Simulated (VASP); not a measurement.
# K16Na (a cell with a defect) in VASP: a series of runs

The runs below take K16Na (a cell with a defect) through single point, with PBE+D3(BJ).

Everything below comes from runs of VASP 6.6.1. Logs are shortened: lines on timing, memory, paths and dates and some standing lists are left out, and cuts for length are marked.

### Step 1. The cell of the first run

The cell holds a defect, 17 atoms: a = 10.460 Å, b = 10.460 Å, c = 10.460 Å, α = 90.00°, β = 90.00°, γ = 90.00°.

### Step 2. Single point, PBE+D3(BJ)

File INCAR:

```
ALGO = Normal
EDIFF = 1E-7
ENCUT = 520
GGA = PE
ISIF = 2
ISMEAR = -1
IVDW = 12
LASPH = True
LCHARG = False
LREAL = Auto
LWAVE = False
NBANDS = 90
NELM = 80
PREC = Accurate
SIGMA = 0.15
```

File KPOINTS:

```
k-points
0
Gamma
  1 1 1
```

File POSCAR:

```
K16Na
1.0
   10.4600000000      0.0000000000      0.0000000000
    0.0000000000     10.4600000000      0.0000000000
    0.0000000000      0.0000000000     10.4600000000
K Na
16 1
Direct
   -0.0147161568     -0.0512646272     -0.0000339388
    0.4741218929      0.0211043021     -0.0000221797
   -0.0144739006      0.5510642447     -0.0000339388
   -0.0128561185     -0.0166052581      0.4999901530
    0.2648533461      0.2499210325      0.3015887189
    0.4740167304      0.4787802103     -0.0000235182
    0.5312208413      0.0077354685      0.4999448375
    0.7770521033      0.2499916826      0.2295239962
   -0.0127819312      0.5165144359      0.4999901530
    0.2632572658      0.7500348948      0.2657332696
    0.2648972275      0.2499165392      0.6983102294
    0.5311154876      0.4921660612      0.4999472275
    0.7192358509      0.7498610899      0.2416188337
    0.7770562141      0.2499902486      0.7704161568
    0.2632754302      0.7500383365      0.7342077438
    0.7192131931      0.7498624283      0.7583203633
    0.1260602294      0.2498101338     -0.0000782027
```

Potentials or basis: VASP PAW PBE potentials, release 64 (K_sv, Na_pv).

The run is started by

```
$ cat potpaw_PBE.64/K_sv/POTCAR potpaw_PBE.64/Na_pv/POTCAR > POTCAR
$ mpirun -np 1 vasp_gam > vasp.out
```

OUTCAR:

```text
EDIFF = 1E-7
   ENCUT = 520
   GGA = PE
   ISIF = 2
   ISMEAR = -1
   IVDW = 12
   LASPH = True
   LREAL = Auto
   NELM = 80
   PREC = Accurate
 IVDW          = 12

 ion  position               nearest neighbor table
   1  0.985  0.949  1.000-
   2  0.474  0.021  1.000-
   3  0.986  0.551  1.000-
   4  0.987  0.983  0.500-
   5  0.265  0.250  0.302-
   6  0.474  0.479  1.000-
   7  0.531  0.008  0.500-
   8  0.777  0.250  0.230-
   9  0.987  0.517  0.500-
  10  0.263  0.750  0.266-
  11  0.265  0.250  0.698-
  12  0.531  0.492  0.500-
  13  0.719  0.750  0.242-
  14  0.777  0.250  0.770-
  15  0.263  0.750  0.734-
  16  0.719  0.750  0.758-
  17  0.126  0.250  1.000-

  LATTYP: Found a simple cubic cell.
 ALAT       =    10.4600000000

  Lattice vectors:

 A1 = (  10.4600000000,   0.0000000000,   0.0000000000)
 A2 = (   0.0000000000,  10.4600000000,   0.0000000000)
 A3 = (   0.0000000000,   0.0000000000,  10.4600000000)

Analysis of symmetry for initial positions (statically):
=====================================================================
 Subroutine PRICEL returns:
 Original cell was already a primitive cell.

 Routine SETGRP: Setting up the symmetry group for a
 simple cubic supercell.

 Subroutine GETGRP returns: Found  1 space group operations
 (whereof  1 operations were pure point group operations)
 out of a pool of 48 trial point group operations.

The static configuration has the point symmetry C_1 .

Analysis of symmetry for dynamics (positions and initial velocities):
=====================================================================
 Subroutine PRICEL returns:
 Original cell was already a primitive cell.

 Routine SETGRP: Setting up the symmetry group for a
 simple cubic supercell.

 Subroutine GETGRP returns: Found  1 space group operations
 (whereof  1 operations were pure point group operations)
 out of a pool of 48 trial point group operations.

The dynamic configuration has the point symmetry C_1 .

 Subroutine INISYM returns: Found  1 space group operations
 (whereof  1 operations are pure point group operations),
 and found     1 'primitive' translations

----------------------------------------------------------------------------------------

                                     Primitive cell

  volume of cell :    1144.4453

  direct lattice vectors                    reciprocal lattice vectors
    10.460000000  0.000000000  0.000000000     0.095602294  0.000000000  0.000000000
     0.000000000 10.460000000  0.000000000     0.000000000  0.095602294  0.000000000
     0.000000000  0.000000000 10.460000000     0.000000000  0.000000000  0.095602294

  length of vectors
    10.460000000 10.460000000 10.460000000     0.095602294  0.095602294  0.095602294

  position of ions in fractional coordinates (direct lattice)
     0.985283843  0.948735373  0.999966061
     0.474121893  0.021104302  0.999977820
     0.985526099  0.551064245  0.999966061
     0.987143882  0.983394742  0.499990153
     0.264853346  0.249921032  0.301588719
     0.474016730  0.478780210  0.999976482
     0.531220841  0.007735469  0.499944838
     0.777052103  0.249991683  0.229523996
     0.987218069  0.516514436  0.499990153
     0.263257266  0.750034895  0.265733270
     0.264897228  0.249916539  0.698310229
     0.531115488  0.492166061  0.499947228
     0.719235851  0.749861090  0.241618834
     0.777056214  0.249990249  0.770416157
     0.263275430  0.750038336  0.734207744
     0.719213193  0.749862428  0.758320363
     0.126060229  0.249810134  0.999921797

  ion indices of the primitive-cell ions
   primitive index   ion index
                 1           1
                 2           2
                 3           3
                 4           4
                 5           5
                 6           6
                 7           7
                 8           8
                 9           9
                10          10
                11          11
                12          12
                13          13
                14          14
                15          15
                16          16
                17          17

----------------------------------------------------------------------------------------

 KPOINTS: k-points

Automatic generation of k-mesh.
 Grid dimensions read from file:
 generate k-points for:    1    1    1

 Generating k-lattice:

  Cartesian coordinates                     Fractional coordinates (reciprocal lattice)
     0.095602294  0.000000000  0.000000000     1.000000000  0.000000000  0.000000000
     0.000000000  0.095602294  0.000000000     0.000000000  1.000000000  0.000000000
     0.000000000  0.000000000  0.095602294     0.000000000  0.000000000  1.000000000

  Length of vectors
     0.095602294  0.095602294  0.095602294

  Shift w.r.t. Gamma in fractional coordinates (k-lattice)
     0.000000000  0.000000000  0.000000000

 Subroutine IBZKPT returns following result:
 ===========================================

 Found      1 irreducible k-points:

 Following reciprocal coordinates:
            Coordinates               Weight
  0.000000  0.000000  0.000000      1.000000
   k-points           NKPTS =      1   k-points in BZ     NKDIM =      1   number of bands    NBANDS=     90
   number of dos      NEDOS =    301   number of ions     NIONS =     17
   total plane-waves  NPLWV = 512000
   dimension x,y,z NGX =    80 NGY =   80 NGZ =   80
   dimension x,y,z NGXF=   160 NGYF=  160 NGZF=  160
   ions per type =              16   1
   NGX,Y,Z   is equivalent  to a cutoff of  12.71, 12.71, 12.71 a.u.
   NGXF,Y,Z  is equivalent  to a cutoff of  25.43, 25.43, 25.43 a.u.
 SYSTEM =  unknown system
   PREC   = accura    normal or accurate (medium, high low for compatibility)
   ISTART =      0    job   : 0-new  1-cont  2-samecut
   ICHARG =      2    charge: 1-file 2-atom 10-const
   ISPIN  =      1    spin polarized calculation?
   LNONCOLLINEAR =      F non collinear calculations
   LSORBIT =      F    spin-orbit coupling
   LASPH  =      T    aspherical Exc in radial PAW
   ENCUT  =  520.0 eV  38.22 Ry    6.18 a.u.  19.45 19.45 19.45*2*pi/ulx,y,z
   NELM   =     80;   NELMIN=  2; NELMDL= -5     # of ELM steps
   EDIFF  = 0.1E-06   stopping-criterion for ELM
   LREAL  =      T    real-space projection
   EDIFFG = 0.1E-05   stopping-criterion for IOM
   NSW    =      0    number of steps for IOM
   IBRION =     -1    ionic relax: 0-MD 1-quasi-New 2-CG
   NFREE  =      0    steps in history (QN), initial steepest desc. (CG)
   ISIF   =      2    stress and relaxation
   ISYM   =      2    0-nonsym 1-usesym 2-fastsym
   POTIM  = 0.5000    time-step for ionic-motion
   TEBEG  =    0.0;   TEEND  =   0.0 temperature during run
   PSTRESS=    0.0 pullay stress
   NELECT =     151.0000    total number of electrons
   NUPDOWN=      -1.0000    fix difference up-down
   EMIN   =  10.00;   EMAX   =-10.00  energy-range for DOS
   EFERMI =   0.00;   METHOD = LEGACY
   ISMEAR =    -1;   SIGMA  =   0.15  broadening in eV -4-tet -1-fermi 0-gaus
   EFERMI_NEDOS =   21; number of points for ismear=-14 and -15
   IALGO  =     38    algorithm
   IMIX   =      4    mixing-type and parameters
     AMIX     =   0.40;   BMIX     =  1.00
     AMIX_MAG =   1.60;   BMIX_MAG =  1.00
  volume/ion in A,a.u.               =      67.32       454.30
  Fermi-wavevector in a.u.,A,eV,Ry     =   0.833429  1.574953  9.450668  0.694604
  Thomas-Fermi vector in A             =   1.946652
   LORBIT       =      0    0 simple, 1 ext, 2 COOP (PROOUT), +10 PAW based schemes
   GGA     = PE    functional components
   LHFCALC =     F    Hartree Fock is set to
   AEXX    =    0.0000 exact exchange contribution
   IVDW    =    12    specifies the selected vdW correction
   LEPSILON=     F    determine dielectric tensor
   LRPA    =     F    only Hartree local field effects (RPA)
 non-spin polarized calculation
  energy-cutoff  :      520.00
  volume of cell :     1144.45
 maximum number of plane-waves:     15516
 NGX is ok and might be reduce to    80
   NGX = 39   NGY = 39   NGZ = 39

 number of electron     151.0000006 magnetization

 Free energy of the ion-electron system (eV)
  ---------------------------------------------------
  ext. energy  EPLUGINS =         0.00000000
  ---------------------------------------------------
  free energy    TOTEN  =       -16.91027165 eV

  energy without entropy =      -15.67936026  energy(sigma->0) =      -16.29481595

 E-fermi :   0.1850     XC(G=0):  -5.8123

 val. band max:       -0.6755834975   @ k =   0.0000   0.0000   0.0000
 cond. band min:       0.2800328485   @ k =   0.0000   0.0000   0.0000
 fundamental gap:      0.9556163460
 Fermi energy:         0.1849632399

 k-point     1 :       0.0000    0.0000    0.0000
  band No.  band energies     occupation
      1     -32.0903      2.00000
      2     -32.0887      2.00000
      3     -32.0886      2.00000
      4     -32.0880      2.00000
      5     -32.0764      2.00000
      6     -32.0740      2.00000
      7     -32.0735      2.00000
      8     -32.0723      2.00000
      9     -32.0598      2.00000
     10     -32.0586      2.00000
     11     -32.0567      2.00000
     12     -32.0556      2.00000
     13     -32.0245      2.00000
     14     -32.0236      2.00000
     15     -32.0228      2.00000
     16     -32.0227      2.00000
     17     -25.1493      2.00000
     18     -25.1489      2.00000
     19     -25.1279      2.00000
     20     -15.6296      2.00000
     21     -15.6136      2.00000
     22     -15.6064      2.00000
     23     -15.6064      2.00000
     24     -15.6035      2.00000
     25     -15.6005      2.00000
     26     -15.5908      2.00000
     27     -15.5887      2.00000
     28     -15.5846      2.00000
     29     -15.5845      2.00000
     30     -15.5787      2.00000
     31     -15.5729      2.00000
     32     -15.5688      2.00000
     33     -15.5675      2.00000
     34     -15.5673      2.00000
     35     -15.5671      2.00000
     36     -15.5637      2.00000
     37     -15.5636      2.00000
     38     -15.5614      2.00000
     39     -15.5614      2.00000
     40     -15.5596      2.00000
     41     -15.5535      2.00000
     42     -15.5523      2.00000
     43     -15.5480      2.00000
     44     -15.5475      2.00000
     45     -15.5473      2.00000
     46     -15.5412      2.00000
     47     -15.5405      2.00000
     48     -15.5360      2.00000
     49     -15.5359      2.00000
     50     -15.5357      2.00000
     51     -15.5329      2.00000
     52     -15.5295      2.00000
     53     -15.5244      2.00000
     54     -15.5242      2.00000
     55     -15.5232      2.00000
     56     -15.5192      2.00000
     57     -15.5135      2.00000
     58     -15.5099      2.00000
     59     -15.5096      2.00000
     60     -15.5015      2.00000
     61     -15.5008      2.00000
     62     -15.4964      2.00000
     63     -15.4961      2.00000
     64     -15.4959      2.00000
     65     -15.4919      2.00000
     66     -15.4912      2.00000
     67     -15.4897      2.00000
     68      -2.2617      2.00000
     69      -0.9934      1.99923
     70      -0.7994      1.99718
     71      -0.7033      1.99465
     72      -0.7032      1.99465
     73      -0.6913      1.99421
     74      -0.6756      1.99357
     75       0.2800      0.69330
     76       0.3683      0.45501
     77       0.3689      0.45364
     78       0.3728      0.44469
     79       0.4921      0.22854
     80       0.4925      0.22810
     81       0.5332      0.17868
     82       0.6427      0.09031
     83       0.6785      0.07182
     84       0.6791      0.07155
     85       0.7138      0.05717
     86       0.7297      0.05158
     87       1.4012      0.00060
 [bands above 87 left out]

------------------------ aborting loop because EDIFF is reached ----------------------------------------

 Edisp (eV)   -2.05637

 E8    (eV) :    -1.1006

  FORCE on cell =-STRESS in cart. coord.  units (eV):
  Direction    XX          YY          ZZ          XY          YZ          ZX
  --------------------------------------------------------------------------------------
  -------------------------------------------------------------------------------------
  Total       0.08995     1.08310     1.09602     0.00603     0.00127    -0.00105
  in kB       0.12593     1.51630     1.53438     0.00844     0.00177    -0.00147
  external pressure =        1.06 kB  Pullay stress =        0.00 kB

 VOLUME and BASIS-vectors are now :
 -----------------------------------------------------------------------------
  energy-cutoff  :      520.00
  volume of cell :     1144.45
      direct lattice vectors                 reciprocal lattice vectors
    10.460000000  0.000000000  0.000000000     0.095602294  0.000000000  0.000000000
     0.000000000 10.460000000  0.000000000     0.000000000  0.095602294  0.000000000
     0.000000000  0.000000000 10.460000000     0.000000000  0.000000000  0.095602294

 POSITION                                       TOTAL-FORCE (eV/Angst)
 -----------------------------------------------------------------------------------
     10.30607      9.92377     10.45965         0.015773      0.013235     -0.000332
      4.95931      0.22075     10.45977         0.001710     -0.005025     -0.000558
     10.30860      5.76413     10.45965         0.015284     -0.014250      0.000145
     10.32553     10.28631      5.22990         0.006194      0.010364      0.000135
      2.77037      2.61417      3.15462        -0.014670     -0.000353     -0.014710
      4.95821      5.00804     10.45975         0.000447      0.004596     -0.000102
      5.55657      0.08091      5.22942         0.003147     -0.002277      0.001430
      8.12797      2.61491      2.40082         0.000774      0.000331      0.005591
     10.32630      5.40274      5.22990         0.007298     -0.011864     -0.000297
      2.75367      7.84536      2.77957        -0.006831      0.000488     -0.011945
      2.77082      2.61413      7.30432        -0.013787     -0.000734      0.013430
      5.55547      5.14806      5.22945         0.003668      0.003832      0.001992
      7.52321      7.84355      2.52733        -0.005786      0.000759      0.008667
      8.12801      2.61490      8.05855         0.000814     -0.000131     -0.006339
      2.75386      7.84540      7.67981        -0.007446      0.000168      0.011635
      7.52297      7.84356      7.93203        -0.005279      0.000652     -0.008815
      1.31859      2.61301     10.45918        -0.001308      0.000209      0.000072
 -----------------------------------------------------------------------------------
    total drift:                               -0.006491     -0.001863      0.001150

  FREE ENERGIE OF THE ION-ELECTRON SYSTEM (eV)
  ---------------------------------------------------
  free  energy   TOTEN  =       -18.9666394375 eV

  energy  without entropy=      -17.7357280461  energy(sigma->0) =      -18.35118374
```

Run time: 8 min. Hardware: 1 thread of Intel Xeon 8259CL, shared host; peak memory 0.89 GiB.

Results:

| Item | Value |
| --- | --- |
| Free energy | -18.9666 eV |
| Pressure | 0.1 GPa |
| Largest force | 0.021 eV/Å |
| Band gap on the k mesh | zero (an odd number of electrons rules out a gap without spin polarisation) |
| Dispersion energy per atom | -0.121 eV |

Forces in eV/Å, atoms in the order of the input:
```
K    0.016  0.013  0.000
K    0.002 -0.005 -0.001
K    0.015 -0.014  0.000
K    0.006  0.010  0.000
K   -0.015  0.000 -0.015
K    0.000  0.005  0.000
K    0.003 -0.002  0.001
K    0.001  0.000  0.006
K    0.007 -0.012  0.000
K   -0.007  0.000 -0.012
K   -0.014 -0.001  0.013
K    0.004  0.004  0.002
K   -0.006  0.001  0.009
K    0.001  0.000 -0.006
K   -0.007  0.000  0.012
K   -0.005  0.001 -0.009
Na  -0.001  0.000  0.000
```

Caveat: the k points lie up to 0.60 Å⁻¹ apart, too coarse for converged energies and pressures of a metal.

### Step 3. Single point, PBE+D3(BJ)

File INCAR:

```
SYSTEM = K16Na
PREC = Accurate
ENCUT = 520
EDIFF = 1E-6
ISMEAR = -1
SIGMA = 0.15
LREAL = Auto
LASPH = .TRUE.
NELM = 100
ALGO = Normal
ISIF = 2
LWAVE = .FALSE.
LCHARG = .FALSE.
GGA = PE
IVDW = 12
NBANDS = 90
```

File KPOINTS:

```
regular mesh
0
G
  1 1 1
  0 0 0
```

File POSCAR:

```
K16Na
1.0
   10.4600000000      0.0000000000      0.0000000000
    0.0000000000     10.4600000000      0.0000000000
    0.0000000000      0.0000000000     10.4600000000
K Na
16 1
Direct
    0.0000718929     -0.0505866157      0.0132563098
    0.5002256214     -0.0127452199      0.0105763862
    0.0001314532      0.5558697897      0.0195878585
   -0.0000030593      0.0189762906      0.5275042065
    0.2302282983      0.2501418738      0.2242718929
    0.5002424474      0.5118473231      0.0110652964
    0.4996482792      0.0069771511      0.4694322180
    0.7696531549      0.2501332696      0.2245519120
   -0.0000134799      0.4814594646      0.5260922562
    0.2442623327      0.7520884321      0.2815024857
    0.3001091778      0.2491157744      0.7339715105
    0.4996906310      0.4928869025      0.4688338432
    0.7557395793      0.7520660612      0.2816326960
    0.6991494264      0.2490411090      0.7330132887
    0.2638738050      0.7484500956      0.7392845124
    0.7362268642      0.7484477055      0.7391769598
   -0.0007877629      0.2554362333     -0.1220313576
```

Potentials or basis: VASP PAW PBE potentials, release 64 (K_sv, Na_pv).

The run is started by

```
$ cat potpaw_PBE.64/K_sv/POTCAR potpaw_PBE.64/Na_pv/POTCAR > POTCAR
$ mpirun -np 1 vasp_gam > vasp.out
```

Run time: 6.3 min. Hardware: 1 thread of Intel Xeon 8259CL, shared host; peak memory 0.91 GiB.

It converged, with:

```yaml
Free_energy: -18.9659 eV
Pressure: 0.1 GPa
Largest_force: 0.040 eV/Å
Band_gap_on_the_k_mesh: zero (an odd number of electrons rules out a gap without spin polarisation)
Dispersion_energy_per_atom: -0.121 eV
```

Forces in eV/Å, atoms in the order of the input:
```
K   -0.001  0.038 -0.012
K   -0.001 -0.011  0.013
K    0.000 -0.036 -0.009
K    0.001 -0.002 -0.003
K   -0.004 -0.003  0.000
K    0.000  0.012  0.010
K    0.001 -0.004  0.006
K    0.002 -0.003  0.000
K    0.000 -0.002  0.000
K    0.001  0.000 -0.008
K   -0.018  0.002  0.011
K    0.001  0.004  0.004
K    0.000  0.000 -0.006
K    0.018 -0.001  0.009
K    0.007  0.001 -0.008
K   -0.006  0.002 -0.007
Na   0.001 -0.001  0.001
```

Stress tensor (GPa, compression positive):
```
0.15 0.00 0.00
0.00 0.16 0.01
0.00 0.01 0.01
```

Levels at points of the mesh, in eV from the Fermi level:
```
           k point  band 72  band 73  band 74  band 75  band 76  band 77
(0.00, 0.00, 0.00)    -0.89    -0.88    -0.86     0.10     0.18     0.18
```

Caveat: the k points lie up to 0.60 Å⁻¹ apart, too coarse for converged energies and pressures of a metal.

The gap in the log of VASP goes by the Fermi energy; the results here count the filled bands.